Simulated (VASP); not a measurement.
Wanted: the native input for a VASP 6.6.1 run.

- Task: single point
- Functional: LDA
- Potentials or basis: VASP PAW LDA potentials, release 64 (Sc_sv, Ir)
- Cutoff: 520 eV
- k mesh: 6 × 6 × 6
- Occupations: gaussian, width 0.1 eV
- Spin: no spin polarisation
- Dipole correction: no
- Further INCAR settings: ALGO = Normal; EDIFF = 1e-06; NBANDS = 38

The structure of ScIr2 lies in POSCAR:

```
ScIr2
1.0
    0.0000000000      3.5732913475      3.5732913475
    3.5732913475      0.0000000000      3.5732913475
    3.5732913475      3.5732913475      0.0000000000
Sc Ir
2 4
Direct
    0.0000000000      0.0000000000      0.0000000000
    0.2500000000      0.2500000000      0.2500000000
    0.6250000000      0.6250000000      0.6250000000
    0.1250000000      0.6250000000      0.6250000000
    0.6250000000      0.6250000000      0.1250000000
    0.6250000000      0.1250000000      0.6250000000
```

One way to write it, as run:

INCAR

```
PREC = Accurate
ENCUT = 520
EDIFF = 1E-6
ISMEAR = 0
SIGMA = 0.1
LREAL = False
LASPH = True
NELM = 80
ALGO = Normal
ISIF = 2
LWAVE = False
LCHARG = True
GGA = CA
LELF = True
LVHAR = True
NBANDS = 38
```

KPOINTS

```
regular mesh
0
Gamma
  6 6 6
```

Potentials or basis: VASP PAW LDA potentials, release 64 (Sc_sv, Ir).

The run is started by

```console
$ cat potpaw_LDA.64/Sc_sv/POTCAR potpaw_LDA.64/Ir/POTCAR > POTCAR
$ mpirun -np 1 vasp_std > vasp.out
```

It gave:

| Quantity | Value |
| --- | --- |
| Pressure | 17.0 GPa |
| Band gap on the k mesh | zero (bands 29 and 30 overlap by 0.69 eV) |

Caveat: the cell stands under pressure; spin-orbit coupling is left out, which moves the levels of the heavy elements.

Run time: 93 s on 1 thread of AMD EPYC 7R13, on a shared host, peak memory 0.18 GiB.
